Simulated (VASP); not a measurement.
GaAs (dsol): relaxation of cell and atoms with PBEsol

Crystal: GaAs (dsol).

```
CELL_PARAMETERS angstrom
0.00000 2.87509 2.87509
2.87509 0.00000 2.87509
2.87509 2.87509 0.00000
ATOMIC_POSITIONS crystal
Ga 0.00000 0.00000 0.00000
As 0.75000 0.75000 0.75000
```

```yaml
Program: VASP 6.6.1
Task: relaxation of cell and atoms
Functional: PBEsol
Potentials_or_basis: VASP PAW PBE potentials, release 64 (Ga_d, As)
Cutoff: 600 eV
k_mesh: 10 × 10 × 10
Occupations: gaussian, width 0.01 eV
Spin: no spin polarisation
Dipole_correction: no
Further_INCAR_settings: ALGO = Normal; EDIFF = 1e-06; IBRION = 2; EDIFFG = -0.002; NSW = 100; ISIF = 3
```

```yaml
Relaxed_volume: 22.71 Å³/atom
Relaxed_cell: a = 4.005 Å, b = 4.005 Å, c = 4.005 Å, α = 60.00°, β = 60.00°, γ = 60.00°
Space_group_after_relaxing_to_0.05_Å: F-43m (No. 216)
Energy_gained_by_relaxing: 9.9 meV/atom
Ionic_steps: 27
Pressure_after_relaxing: 0.0 GPa
Band_gap_on_the_k_mesh: 0.42 eV, direct
```

The path:
```csv
step,energy change (eV),largest force (eV/Å),pressure (GPa),volume (Å³)
1,0.0000,0.0000,-2.87,47.53
2,-0.0172,0.0000,1.15,44.66
3,-0.0199,0.0000,0.03,45.40
4,-0.0199,0.0000,-0.09,45.44
5,-0.0199,0.0000,-0.07,45.44
6,-0.0199,0.0000,0.02,45.43
7,-0.0199,0.0000,-0.04,45.43
8,-0.0199,0.0000,-0.05,45.43
9,-0.0199,0.0000,-0.04,45.43
10,-0.0199,0.0000,-0.04,45.43
11,-0.0199,0.0000,-0.05,45.43
12,-0.0199,0.0000,-0.05,45.43
13,-0.0199,0.0000,-0.05,45.43
14,-0.0199,0.0000,-0.05,45.43
15,-0.0199,0.0000,-0.05,45.43
16,-0.0199,0.0000,-0.05,45.43
17,-0.0199,0.0000,-0.05,45.43
18,-0.0199,0.0000,-0.05,45.43
19,-0.0199,0.0000,-0.05,45.43
20,-0.0199,0.0000,-0.05,45.43
21,-0.0199,0.0000,-0.05,45.43
22,-0.0199,0.0000,-0.05,45.43
23,-0.0199,0.0000,-0.05,45.43
24,-0.0199,0.0000,-0.05,45.43
25,-0.0199,0.0000,-0.05,45.43
26,-0.0199,0.0000,-0.05,45.43
27,-0.0199,0.0000,0.01,45.42
```

Final structure:
```
CELL_PARAMETERS angstrom
0.00000 2.83189 2.83189
2.83189 0.00000 2.83189
2.83189 2.83189 0.00000
ATOMIC_POSITIONS crystal
Ga 0.00000 0.00000 0.00000
As 0.75000 0.75000 0.75000
```

Levels at points of the mesh, in eV from the valence-band top:
```
           k point  band 7  band 8  band 9  band 10  band 11  band 12
(0.00, 0.00, 0.00)    0.00    0.00    0.00     0.42     3.69     3.69
(0.50, 0.00, 0.00)   -6.65   -1.14   -1.14     0.91     4.58     4.58
(0.50, 0.50, 0.00)   -6.82   -2.68   -2.68     1.36     1.58    10.09
```

It took 3.2 min on 1 thread of Intel(R) Xeon(R) Platinum 8259CL CPU @ 2.50GHz (Skylake/Cascade Lake) (shared host), peak memory 0.21 GiB.

Caveat: the PAW data sets were made with another functional, which shifts forces and pressure a little. A k mesh can miss the band edges.
